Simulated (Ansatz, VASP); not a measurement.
**WS2 in VASP and in Ansatz**

File INCAR:

```
SYSTEM = WS2
PREC = Accurate ; ENCUT = 520
EDIFF = 1E-6 ; ISMEAR = 0
SIGMA = 0.05 ; LREAL = .FALSE.
LASPH = .TRUE. ; NELM = 100
ALGO = Normal ; ISIF = 2
LWAVE = .FALSE. ; LCHARG = .TRUE.
GGA = PS ; LELF = .TRUE.
LVHAR = .TRUE. ; NBANDS = 35
```

KPOINTS

```
regular mesh
0
G
  12 12 2
  0 0 0
```

POSCAR

```
WS2
1.0
    3.1462408358      0.0000000000      0.0000000000
   -1.5731204179      2.7247244902      0.0000000000
    0.0000000000      0.0000000000     12.6966546967
W S
2 4
Direct
    0.3333333333      0.6666666667      0.2500000000
    0.6666666667      0.3333333333      0.7500000000
    0.3333333333      0.6666666667      0.6134192893
    0.6666666667      0.3333333333      0.1134192893
    0.3333333333      0.6666666667      0.8865807107
    0.6666666667      0.3333333333      0.3865807107
```

Input for Ansatz:

```yaml
crystal:
  lattice:
    - [3.1462408358, 0.0, 0.0]
    - [-1.5731204179, 2.7247244902, 0.0]
    - [0.0, 0.0, 12.6966546967]
  atoms:
    - { symbol: W, position: [0.3333333333, 0.6666666667, 0.25] }
    - { symbol: W, position: [0.6666666667, 0.3333333333, 0.75] }
    - { symbol: S, position: [0.3333333333, 0.6666666667, 0.6134192893] }
    - { symbol: S, position: [0.6666666667, 0.3333333333, 0.1134192893] }
    - { symbol: S, position: [0.3333333333, 0.6666666667, 0.8865807107] }
    - { symbol: S, position: [0.6666666667, 0.3333333333, 0.3865807107] }
basis:
  ecutwfc: 420
kpoints:
  mp_grid: { grid: [12, 12, 2] }
hamiltonian:
  xc: pbesol
  pseudopotentials: { kind: paw, azcp: { folder: soft_1 } }
scf:
  occupations: { method: gaussian, width: 0.05 }
output:
  forces: true
  stress: true
  eigenvalues: true
```

Alike in both runs: task single point; functional PBEsol; k mesh 12 × 12 × 2; occupations gaussian, width 0.05 eV; no spin polarisation.

|  | VASP | Ansatz |
| --- | --- | --- |
| version | VASP 6.6.1 | Ansatz 0.2.0 |
| potentials or method | VASP PAW PBE potentials, release 64 (W_sv, S), cutoff 520 eV | scalar-relativistic, plane waves, PAW |
| valence electrons in the cell | 52 | 52 |

|  | VASP | Ansatz | Ansatz less VASP |
| --- | --- | --- | --- |
| gap on the k mesh at the Fermi level (eV) | 0.83 | 0.82 | -0.003 |
| least direct gap on the mesh (eV) | 1.69 | 1.68 | -0.005 |
| pressure (GPa) | -14.6 | -14.6 | -0.06 |
| traceless stress, the component that is largest in VASP (GPa) | -12.15 | -12.16 | -0.015 |
| rms of the force components (eV/Å) | 1.283 | 1.289 | +0.0059 |

VASP's potentials were made for PBE, not for PBEsol, and Ansatz warns of the same on its side. Atom by atom the forces differ by 0.006 eV/Å (rms over components).

Spin-orbit coupling is off throughout.
